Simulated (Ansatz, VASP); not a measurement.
# LiBr: VASP beside Ansatz

Contents of INCAR:

```
ALGO     = Normal         # electronic algorithm
EDIFF    = 1E-6           # SCF threshold, eV
ENCUT    = 750            # plane-wave cutoff, eV
GGA      = PE             # functional
GGA_COMPAT= F            
ISIF     = 2              # what is computed and relaxed
ISMEAR   = 1              # smearing method
LASPH    = T              # aspherical terms in the spheres
LCHARG   = F              # write CHGCAR
LREAL    = F              # projectors in reciprocal space
LWAVE    = F              # write WAVECAR
NBANDS   = 12             # bands
NELM     = 120            # most SCF steps
PREC     = Accurate       # precision mode
SIGMA    = 0.1            # smearing width, eV
```

Contents of KPOINTS:

```
k-points
0
Gamma
  4 4 4
```

File POSCAR:

```
LiBr
1.0
    0.0000000000      2.7226905798      2.7226905798
    2.7226905798      0.0000000000      2.7226905798
    2.7226905798      2.7226905798      0.0000000000
Li Br
1 1
Direct
    0.0000000000      0.0000000000      0.0000000000
    0.5000000000      0.5000000000      0.5000000000
```

Input for Ansatz:

```yaml
crystal:
  lattice:
    - [0.0, 2.7226905798, 2.7226905798]
    - [2.7226905798, 0.0, 2.7226905798]
    - [2.7226905798, 2.7226905798, 0.0]
  atoms:
    - { symbol: Li, position: [0.0, 0.0, 0.0] }
    - { symbol: Br, position: [0.5, 0.5, 0.5] }
basis:
  ecutwfc: 450
kpoints:
  mp_grid: { grid: [4, 4, 4] }
hamiltonian:
  xc: pbe
scf:
  occupations: { method: cold }
  algorithm: direct_min
  max_iter: 95
output:
  forces: true
  stress: true
  eigenvalues: true
```

Alike in both runs: task single point; functional PBE; k mesh 4 × 4 × 4; no spin polarisation.

|  | VASP | Ansatz |
| --- | --- | --- |
| version | VASP 6.6.1 | Ansatz 0.2.0 |
| potentials or method | VASP PAW PBE potentials, release 64 (Li_sv, Br), cutoff 750 eV | scalar-relativistic, plane waves, PAW |
| occupations | methfessel-paxton of order 1, width 0.1 eV | cold |
| valence electrons in the cell | 10 | 10 |

VASP gave:

```
gap on the k mesh at the Fermi level (eV) : 5.07
least direct gap on the mesh (eV)         : 5.07
pressure (GPa)                            : 1.1
```

Question: Which values does Ansatz return?

Answer: gap on the k mesh at the Fermi level (eV): 5.07; least direct gap on the mesh (eV): 5.07; pressure (GPa): 1.2.

The k mesh is coarse, so the values compare programs but aren't converged.
